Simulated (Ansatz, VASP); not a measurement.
Two plane-wave programs on CsGe3

File INCAR:

```
SYSTEM = CsGe3
PREC = Accurate
ENCUT = 600
EDIFF = 1E-7
ISMEAR = 0
SIGMA = 0.1
LREAL = .False.
LASPH = .True.
NELM = 60
ALGO = Normal
ISIF = 3
LWAVE = .False.
LCHARG = .False.
GGA = PE
IBRION = 2
NSW = 100
EDIFFG = -0.01
```

KPOINTS

```
Automatic mesh
0
Gamma
  10 10 10
  0 0 0
```

Contents of POSCAR:

```
CsGe3
1.0
    4.6648374900      0.0000000000      0.0000000000
    0.0000000000      4.6648374900      0.0000000000
    0.0000000000      0.0000000000      4.6648374900
Cs Ge
1 3
Direct
    0.0000000000      0.0000000000      0.0000000000
    0.0000000000      0.5000000000      0.5000000000
    0.5000000000      0.5000000000      0.0000000000
    0.5000000000      0.0000000000      0.5000000000
```

Input for Ansatz:

```yaml
crystal:
  lattice:
    - [4.66483749, 0.0, 0.0]
    - [0.0, 4.66483749, 0.0]
    - [0.0, 0.0, 4.66483749]
  atoms:
    - { symbol: Cs, position: [0.0, 0.0, 0.0] }
    - { symbol: Ge, position: [0.0, 0.5, 0.5] }
    - { symbol: Ge, position: [0.5, 0.5, 0.0] }
    - { symbol: Ge, position: [0.5, 0.0, 0.5] }
basis:
  ecutwfc: 420
kpoints:
  mp_grid: { grid: [10, 10, 10] }
hamiltonian:
  xc: pbe
scf:
  occupations: { method: gaussian, width: 0.1 }
output:
  forces: true
  stress: true
  eigenvalues: true
  write_density: true
  write_potential: true
  elf: true
  volumetric_format: npy
relax:
  adjacent_minimum: "off"
  f_tol: 0.01
  max_steps: 80
  cell: { stress_tol: 0.05 }
```

Change from the starting cell: species swapped into the LuPt3 type (Pm-3m, No. 221).

Alike in both runs: task relaxation of cell and atoms; functional PBE; k mesh 10 × 10 × 10; occupations gaussian, width 0.1 eV; no spin polarisation.

```csv
,VASP,Ansatz
version,VASP 6.6.1,Ansatz 0.2.0
potentials or method,"VASP PAW PBE potentials, release 64 (Cs_sv, Ge_d), cutoff 600 eV","scalar-relativistic, plane waves, PAW"
valence electrons in the cell,51,51
```

|  | VASP | Ansatz | Ansatz less VASP |
| --- | --- | --- | --- |
| gap on the k mesh at the Fermi level, each at its own relaxed structure (eV) | none | none | - |
| relaxed volume (Å³/atom) | 27.56 | 27.44 | -0.126 |
| relaxed length of the cell vector where the two differ most in proportion (Å) | 4.795 | 4.788 | -0.0073 |

A gap of «none» marks a metal or a gap that the smearing closes.

Spin-orbit coupling is off throughout.
